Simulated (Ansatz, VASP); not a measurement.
# Two plane-wave programs on P

INCAR

```
ALGO = Normal ; EDIFF = 1E-6
ENCUT = 520 ; GGA = PS
ISIF = 2 ; ISMEAR = 0
LASPH = T ; LCHARG = T
LELF = T ; LREAL = F
LVHAR = T ; LWAVE = F
NBANDS = 18 ; NELM = 60
PREC = Accurate ; SIGMA = 0.05
```

Contents of KPOINTS:

```
k-points
0
Gamma
  10 1 8
```

POSCAR

```
P
1.0
    3.2837277200      0.0000000000      0.0000000000
    0.0000000000     34.8570309900      0.0000000000
    0.0000000000      0.0000000000      4.6320847100
P
4
Direct
    0.0000000000      0.9702614300      0.5921507200
    0.0000000000      0.0297385700      0.4078492800
    0.5000000000      0.0297385700      0.0921507200
    0.5000000000      0.9702614300      0.9078492800
```

Input for Ansatz:

```yaml
crystal:
  lattice:
    - [3.28372772, 0.0, 0.0]
    - [0.0, 34.85703099, 0.0]
    - [0.0, 0.0, 4.63208471]
  atoms:
    - { symbol: P, position: [0.0, 0.97026143, 0.59215072] }
    - { symbol: P, position: [0.0, 0.02973857, 0.40784928] }
    - { symbol: P, position: [0.5, 0.02973857, 0.09215072] }
    - { symbol: P, position: [0.5, 0.97026143, 0.90784928] }
basis:
  ecutwfc: 420
kpoints:
  mp_grid: { grid: [10, 1, 8] }
hamiltonian:
  xc: pbesol
scf:
  occupations: { method: gaussian, width: 0.05 }
output:
  forces: true
  stress: true
  eigenvalues: true
```

Alike in both runs: task single point; functional PBEsol; k mesh 10 × 1 × 8; occupations gaussian, width 0.05 eV; no spin polarisation.

|  | VASP | Ansatz |
| --- | --- | --- |
| version | VASP 6.6.1 | Ansatz 0.2.0 |
| potentials or method | VASP PAW PBE potentials, release 64 (P), cutoff 520 eV | scalar-relativistic, plane waves, PAW |
| valence electrons in the cell | 20 | 20 |

```csv
,VASP,Ansatz,Ansatz less VASP
gap on the k mesh at the Fermi level (eV),0.90,0.88,-0.015
least direct gap on the mesh (eV),0.90,0.88,-0.015
rms of the force components (eV/Å),0.146,0.155,+0.0088
```

VASP's potentials were made for PBE, not for PBEsol. Atom by atom the forces differ by 0.011 eV/Å (rms over components).
